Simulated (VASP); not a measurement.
Wanted: the native input for a VASP 6.6.1 run.

| Quantity | Value |
| --- | --- |
| Task | relaxation of cell and atoms |
| Functional | PBE |
| Potentials or basis | VASP PAW PBE potentials, release 64 (Si, Te) |
| Cutoff | 500 eV |
| k mesh | 6 × 6 × 2 |
| Occupations | gaussian, width 0.1 eV |
| Spin | no spin polarisation |
| Dipole correction | no |
| Further INCAR settings | ALGO = Normal; EDIFF = 1e-07; IBRION = 2; EDIFFG = -0.04; NSW = 90; ISIF = 3 |

The structure of Si3Te lies in POSCAR:

```
Si3Te
1.0
    3.0662038100      0.0000000000      0.0000000000
    0.0000000000      3.0662038100      0.0000000000
    0.0000000000      0.0000000000      8.2916719000
Si Te
3 1
Direct
    0.0000000000      0.0000000000      0.5000000000
    0.5000000000      0.5000000000      0.2261155100
    0.5000000000      0.5000000000      0.7738844900
    0.0000000000      0.0000000000      0.0000000000
```

The cell was generated, and may not be a known phase.

One way to write it, as run:

INCAR

```
ALGO     = Normal         # electronic algorithm
EDIFF    = 1E-7           # SCF threshold, eV
EDIFFG   = -0.04          # ionic threshold
ENCUT    = 500            # plane-wave cutoff, eV
GGA      = PE             # functional
GGA_COMPAT= F            
IBRION   = 2              # ionic algorithm
ISIF     = 3              # what is computed and relaxed
ISMEAR   = 0              # smearing method
LASPH    = T              # aspherical terms in the spheres
LCHARG   = F              # write CHGCAR
LREAL    = F              # projectors in reciprocal space
LWAVE    = F              # write WAVECAR
NELM     = 120            # most SCF steps
NELMIN   = 4            
NSW      = 90             # ionic steps
PREC     = Accurate       # precision mode
SIGMA    = 0.1            # smearing width, eV
```

KPOINTS

```
k-points
0
Gamma
  6 6 2
```

Potentials or basis: VASP PAW PBE potentials, release 64 (Si, Te).

Launch:

```console
$ cat potpaw_PBE.64/Si/POTCAR potpaw_PBE.64/Te/POTCAR > POTCAR
$ mpirun -np 1 vasp_std > vasp.out
```

It gave:

```
Relaxed volume                        : 18.72 Å³/atom
Relaxed cell                          : a = 3.429 Å, b = 3.429 Å, c = 6.370 Å, α = 90.00°, β = 90.00°, γ = 90.00°
Space group after relaxing (to 0.1 Å) : P4/mmm (No. 123)
Energy gained by relaxing             : 410.8 meV/atom
Ionic steps                           : 17
Pressure after relaxing               : -0.1 GPa
Largest force after relaxing          : 0.029 eV/Å
Band gap on the k mesh                : zero (bands 9 and 10 overlap by 4.38 eV)
```

Caveat: the k points lie up to 0.49 Å⁻¹ apart in the final cell, too coarse for converged energies and pressures of a metal; a cell axis changed by over 15 % at a fixed basis, so the end point is rough; spin-orbit coupling is left out, which moves the levels of the heavy elements.

Run time: 5.6 min on 1 thread of Intel Xeon 8259CL (shared host), peak memory 0.17 GiB.
